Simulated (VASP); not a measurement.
# Cu (Fm-3m) in VASP: relaxation of cell and atoms with PBEsol

Aim: the relaxation of cell and atoms of Cu with PBEsol.

Program: VASP 6.6.1. These are calculated values, not measurements. Logs are shortened: lines on timing, memory, paths and dates and some standing lists are left out, and cuts for length are marked.

### Step 1. The cell of the first run

Symmetry: Fm-3m, No. 225, cubic system. Conventional cell: a = 3.563 Å, b = 3.563 Å, c = 3.563 Å, α = 90.00°, β = 90.00°, γ = 90.00°. Within 3.3 Å of Cu (site symmetry m-3m) lie 12 Cu at 2.52 Å.

### Step 2. Relaxation of cell and atoms, PBEsol

The input, INCAR:

```
SYSTEM = Cu
ALGO = Normal
EDIFF = 1E-6
EDIFFG = -0.005
ENCUT = 600
GGA = PS
IBRION = 2
ISIF = 3
ISMEAR = -1
LASPH = .True.
LCHARG = .False.
LREAL = .False.
LWAVE = .False.
NELM = 80
NSW = 60
PREC = Accurate
SIGMA = 0.08
```

The input, KPOINTS:

```
k-points
0
Gamma
  20 20 20
  0 0 0
```

The input, POSCAR:

```
Cu
1.0
    0.0000000000      1.7813926735      1.7813926735
    1.7813926735      0.0000000000      1.7813926735
    1.7813926735      1.7813926735      0.0000000000
Cu
1
Direct
    0.0000000000      0.0000000000      0.0000000000
```

Potentials or basis: VASP PAW PBE potentials, release 64 (Cu).

On the command line:

```sh
$ cat potpaw_PBE.64/Cu/POTCAR > POTCAR
$ mpirun -np 1 vasp_std > vasp.out
```

OUTCAR:

```text
SYSTEM = Cu
   EDIFF = 1E-6
   EDIFFG = -0.005
   ENCUT = 600
   GGA = PS
   IBRION = 2
   ISIF = 3
   ISMEAR = -1
   LASPH = .True.
   LREAL = .False.
   NELM = 80
   NSW = 60
   PREC = Accurate

 ion  position               nearest neighbor table
   1  0.000  0.000  0.000-

  LATTYP: Found a face centered cubic cell.
 ALAT       =     3.5627853470

  Lattice vectors:

 A1 = (   0.0000000000,   1.7813926735,   1.7813926735)
 A2 = (   1.7813926735,   0.0000000000,   1.7813926735)
 A3 = (   1.7813926735,   1.7813926735,   0.0000000000)

Analysis of symmetry for initial positions (statically):
=====================================================================
 Subroutine PRICEL returns:
 Original cell was already a primitive cell.

 Routine SETGRP: Setting up the symmetry group for a
 face centered cubic supercell.

 Subroutine GETGRP returns: Found 48 space group operations
 (whereof 48 operations were pure point group operations)
 out of a pool of 48 trial point group operations.

The static configuration has the point symmetry O_h .

Analysis of symmetry for dynamics (positions and initial velocities):
=====================================================================
 Subroutine PRICEL returns:
 Original cell was already a primitive cell.

 Routine SETGRP: Setting up the symmetry group for a
 face centered cubic supercell.

 Subroutine GETGRP returns: Found 48 space group operations
 (whereof 48 operations were pure point group operations)
 out of a pool of 48 trial point group operations.

The dynamic configuration has the point symmetry O_h .

 Subroutine INISYM returns: Found 48 space group operations
 (whereof 48 operations are pure point group operations),
 and found     1 'primitive' translations

----------------------------------------------------------------------------------------

                                     Primitive cell

  volume of cell :      11.3060

  direct lattice vectors                    reciprocal lattice vectors
     0.000000000  1.781392674  1.781392674    -0.280679273  0.280679273  0.280679273
     1.781392674  0.000000000  1.781392674     0.280679273 -0.280679273  0.280679273
     1.781392674  1.781392674  0.000000000     0.280679273  0.280679273 -0.280679273

  length of vectors
     2.519269679  2.519269679  2.519269679     0.486150761  0.486150761  0.486150761

  position of ions in fractional coordinates (direct lattice)
     0.000000000  0.000000000  0.000000000

  ion indices of the primitive-cell ions
   primitive index   ion index
                 1           1

----------------------------------------------------------------------------------------

 KPOINTS: k-points

Automatic generation of k-mesh.
 Grid dimensions read from file:
 generate k-points for:   20   20   20

 Generating k-lattice:

  Cartesian coordinates                     Fractional coordinates (reciprocal lattice)
    -0.014033964  0.014033964  0.014033964     0.050000000  0.000000000  0.000000000
     0.014033964 -0.014033964  0.014033964     0.000000000  0.050000000  0.000000000
     0.014033964  0.014033964 -0.014033964     0.000000000  0.000000000  0.050000000

  Length of vectors
     0.024307538  0.024307538  0.024307538

  Shift w.r.t. Gamma in fractional coordinates (k-lattice)
     0.000000000  0.000000000  0.000000000

 Subroutine IBZKPT returns following result:
 ===========================================

 Found    256 irreducible k-points:

 Following reciprocal coordinates:
            Coordinates               Weight
  0.000000  0.000000  0.000000      1.000000
  0.050000  0.000000  0.000000      8.000000
  0.100000  0.000000  0.000000      8.000000
  0.150000  0.000000  0.000000      8.000000
  0.200000  0.000000  0.000000      8.000000
  0.250000  0.000000  0.000000      8.000000
[... 16 lines left out ...]
 -0.400000  0.050000  0.000000     24.000000
 -0.350000  0.050000  0.000000     24.000000
 [... further k-points ...]
   k-points           NKPTS =    256   k-points in BZ     NKDIM =    256   number of bands    NBANDS=      9
   number of dos      NEDOS =    301   number of ions     NIONS =      1
   total plane-waves  NPLWV =   8000
   dimension x,y,z NGX =    20 NGY =   20 NGZ =   20
   dimension x,y,z NGXF=    40 NGYF=   40 NGZF=   40
   ions per type =               1
   NGX,Y,Z   is equivalent  to a cutoff of  13.20, 13.20, 13.20 a.u.
   NGXF,Y,Z  is equivalent  to a cutoff of  26.40, 26.40, 26.40 a.u.
 SYSTEM =  Cu
   PREC   = accura    normal or accurate (medium, high low for compatibility)
   ISTART =      0    job   : 0-new  1-cont  2-samecut
   ICHARG =      2    charge: 1-file 2-atom 10-const
   ISPIN  =      1    spin polarized calculation?
   LNONCOLLINEAR =      F non collinear calculations
   LSORBIT =      F    spin-orbit coupling
   LASPH  =      T    aspherical Exc in radial PAW
   ENCUT  =  600.0 eV  44.10 Ry    6.64 a.u.   5.03  5.03  5.03*2*pi/ulx,y,z
   NELM   =     80;   NELMIN=  2; NELMDL= -5     # of ELM steps
   EDIFF  = 0.1E-05   stopping-criterion for ELM
   LREAL  =      F    real-space projection
   EDIFFG = -.5E-02   stopping-criterion for IOM
   NSW    =     60    number of steps for IOM
   IBRION =      2    ionic relax: 0-MD 1-quasi-New 2-CG
   NFREE  =      1    steps in history (QN), initial steepest desc. (CG)
   ISIF   =      3    stress and relaxation
   ISYM   =      2    0-nonsym 1-usesym 2-fastsym
   POTIM  = 0.5000    time-step for ionic-motion
   TEBEG  =    0.0;   TEEND  =   0.0 temperature during run
   PSTRESS=    0.0 pullay stress
   NELECT =      11.0000    total number of electrons
   NUPDOWN=      -1.0000    fix difference up-down
   EMIN   =  10.00;   EMAX   =-10.00  energy-range for DOS
   EFERMI =   0.00;   METHOD = LEGACY
   ISMEAR =    -1;   SIGMA  =   0.08  broadening in eV -4-tet -1-fermi 0-gaus
   EFERMI_NEDOS =   21; number of points for ismear=-14 and -15
   IALGO  =     38    algorithm
   IMIX   =      4    mixing-type and parameters
     AMIX     =   0.40;   BMIX     =  1.00
     AMIX_MAG =   1.60;   BMIX_MAG =  1.00
  volume/ion in A,a.u.               =      11.31        76.30
  Fermi-wavevector in a.u.,A,eV,Ry     =   1.622194  3.065502 35.803903  2.631513
  Thomas-Fermi vector in A             =   2.715847
   LORBIT       =      0    0 simple, 1 ext, 2 COOP (PROOUT), +10 PAW based schemes
   GGA     = PS    functional components
   LHFCALC =     F    Hartree Fock is set to
   AEXX    =    0.0000 exact exchange contribution
   IVDW    =     0    specifies the selected vdW correction
   LEPSILON=     F    determine dielectric tensor
   LRPA    =     F    only Hartree local field effects (RPA)
 conjugate gradient relaxation of ions
 non-spin polarized calculation
  energy-cutoff  :      600.00
  volume of cell :       11.31
 maximum number of plane-waves:       388
   NGX =  9   NGY =  9   NGZ =  9

--------------------------------------- Ionic step        1  -------------------------------------------

 number of electron      11.0000013 magnetization

 Free energy of the ion-electron system (eV)
  ---------------------------------------------------
  ext. energy  EPLUGINS =         0.00000000
  ---------------------------------------------------
  free energy    TOTEN  =        -4.31223398 eV

  energy without entropy =       -4.30631844  energy(sigma->0) =       -4.30927621

------------------------ aborting loop because EDIFF is reached ----------------------------------------

  FORCE on cell =-STRESS in cart. coord.  units (eV):
  Direction    XX          YY          ZZ          XY          YZ          ZX
  --------------------------------------------------------------------------------------
  -------------------------------------------------------------------------------------
  Total        0.0676538      0.0676538      0.0676538     -0.0000000     -0.0000000      0.0000000
  in kB        9.5872397      9.5872397      9.5872397     -0.0000000     -0.0000000      0.0000000
  external PRESSURE =       9.5872397 kB  Pullay stress =       0.0000000 kB
[... 55 lines left out ...]
  energy  without entropy=       -4.3063479782  energy(sigma->0) =       -4.30932120

--------------------------------------- Ionic step        3  -------------------------------------------

 number of electron      11.0000013 magnetization

 Free energy of the ion-electron system (eV)
  ---------------------------------------------------
  ext. energy  EPLUGINS =         0.00000000
  ---------------------------------------------------
  free energy    TOTEN  =        -4.31240492 eV

  energy without entropy =       -4.30647468  energy(sigma->0) =       -4.30943980

 E-fermi :   7.8680     XC(G=0): -13.1347

 val. band max:        7.8530392144   @ k =   0.5000   0.2500   0.1000
 cond. band min:       7.8882368713   @ k =  -0.4500   0.1000   0.0000
 fundamental gap:      0.0351976569
 Fermi energy:         7.8679886101

 k-point     1 :       0.0000    0.0000    0.0000
  band No.  band energies     occupation
      1      -1.8010      2.00000
      2       4.7384      2.00000
      3       4.7384      2.00000
      4       4.7384      2.00000
      5       5.6217      2.00000
      6       5.6217      2.00000
      7      30.7773      0.00000
      8      33.6932      0.00000
      9      33.6932      0.00000
[... 265 lines left out ...]
 k-point    24 :      -0.3500    0.0500    0.0000
  band No.  band energies     occupation
      1       2.1008      2.00000
      2       4.7679      2.00000
      3       4.8108      2.00000
      4       4.9176      2.00000
      5       5.9535      2.00000
      6       6.2471      2.00000
      7      15.3712      0.00000
      8      28.0868      0.00000
      9      30.4708      0.00000

 [... further k-points ...]

------------------------ aborting loop because EDIFF is reached ----------------------------------------

  FORCE on cell =-STRESS in cart. coord.  units (eV):
  Direction    XX          YY          ZZ          XY          YZ          ZX
  --------------------------------------------------------------------------------------
  -------------------------------------------------------------------------------------
  Total        0.0015881      0.0015881      0.0015881      0.0000000      0.0000000     -0.0000000
  in kB        0.2239102      0.2239102      0.2239102      0.0000000      0.0000000     -0.0000000
  external PRESSURE =       0.2239102 kB  Pullay stress =       0.0000000 kB
[... 16 lines left out ...]
  FREE ENERGIE OF THE ION-ELECTRON SYSTEM (eV)
  ---------------------------------------------------
  free  energy   TOTEN  =        -4.3124049222 eV

  energy  without entropy=       -4.3064746790  energy(sigma->0) =       -4.30943980

 reached required accuracy - stopping structural energy minimisation
```

It took 80 s on 1 thread of Intel Xeon 8259CL, shared host; peak memory 0.16 GiB.

Results:

```yaml
Free_energy: -4.3124 eV
Relaxed_volume: 11.36 Å³/atom
Relaxed_cell: a = 2.524 Å, b = 2.524 Å, c = 2.524 Å, α = 60.00°, β = 60.00°, γ = 60.00°
Space_group_after_relaxing_to_0.05_Å: Fm-3m (No. 225)
Energy_gained_by_relaxing: 0.2 meV/atom
Ionic_steps: 3
Pressure_after_relaxing: 0.0 GPa
```

Step by step:
| step | energy change (eV) | largest force (eV/Å) | pressure (GPa) | volume (Å³) |
| --- | --- | --- | --- | --- |
| 1 | 0.0000 | 0.0000 | 0.96 | 11.31 |
| 2 | -0.0001 | 0.0000 | -0.54 | 11.42 |
| 3 | -0.0002 | 0.0000 | 0.02 | 11.36 |

Final structure:
```cif
data_structure
_symmetry_space_group_name_H-M 'P 1'
_symmetry_Int_Tables_number 1
_cell_length_a 2.5235
_cell_length_b 2.5235
_cell_length_c 2.5235
_cell_angle_alpha 60.000
_cell_angle_beta 60.000
_cell_angle_gamma 60.000
_cell_volume 11.36
loop_
_atom_site_label
_atom_site_type_symbol
_atom_site_fract_x
_atom_site_fract_y
_atom_site_fract_z
_atom_site_occupancy
Cu1 Cu 0.00000 0.00000 0.00000 1
```

Caveat: the PAW data sets were made with another functional, which shifts forces and pressure a little.
